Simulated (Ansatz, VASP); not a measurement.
# Hf in VASP and in Ansatz

Contents of INCAR:

```
SYSTEM = Hf
PREC     = Accurate       ! precision mode
ENCUT    = 520            ! plane-wave cutoff, eV
EDIFF    = 1E-6           ! SCF threshold, eV
ISMEAR   = 0              ! smearing method
SIGMA    = 0.05           ! smearing width, eV
LREAL    = .FALSE.        ! projectors in reciprocal space
LASPH    = .TRUE.         ! aspherical terms in the spheres
NELM     = 100            ! most SCF steps
ALGO     = Fast           ! electronic algorithm
ISIF     = 2              ! what is computed and relaxed
LWAVE    = .FALSE.        ! write WAVECAR
LCHARG   = .FALSE.        ! write CHGCAR
GGA      = PE             ! functional
NBANDS   = 11             ! bands
```

KPOINTS

```
Automatic mesh
0
G
  18 18 18
  0 0 0
```

Contents of POSCAR:

```
Hf
1.0
   -1.6994561201      1.6994561201      1.6994561201
    1.6994561201     -1.6994561201      1.6994561201
    1.6994561201      1.6994561201     -1.6994561201
Hf
1
Direct
    0.0000000000      0.0000000000      0.0000000000
```

Input for Ansatz:

```yaml
crystal:
  lattice:
    - [-1.6994561201, 1.6994561201, 1.6994561201]
    - [1.6994561201, -1.6994561201, 1.6994561201]
    - [1.6994561201, 1.6994561201, -1.6994561201]
  atoms:
    - { symbol: Hf, position: [0.0, 0.0, 0.0] }
basis:
  ecutwfc: 420
  ecutrho_ratio: 4
kpoints:
  mp_grid: { grid: [18, 18, 18] }
hamiltonian:
  xc: pbe
scf:
  occupations: { method: gaussian, width: 0.05 }
output:
  forces: true
  stress: true
  eigenvalues: true
```

Alike in both runs: task single point; functional PBE; k mesh 18 × 18 × 18; occupations gaussian, width 0.05 eV; no spin polarisation.

```csv
,VASP,Ansatz
version,VASP 6.6.1,Ansatz 0.2.0
potentials or method,"VASP PAW PBE potentials, release 64 (Hf_pv), cutoff 520 eV","scalar-relativistic, plane waves, PAW"
valence electrons in the cell,10,26
```

```tsv
	VASP	Ansatz	Ansatz less VASP
gap on the k mesh at the Fermi level (eV)	none	none	-
pressure (GPa)	15.3	15.6	+0.29
```

A gap of «none» marks a metal or a gap that the smearing closes. The functional is the same, so the differences come from potentials, cutoffs and numerics. VASP's potentials hold 10 valence electrons a cell and Ansatz's 26, so a difference there can come from the potentials and not from the codes.

Neither program's run includes spin-orbit coupling.
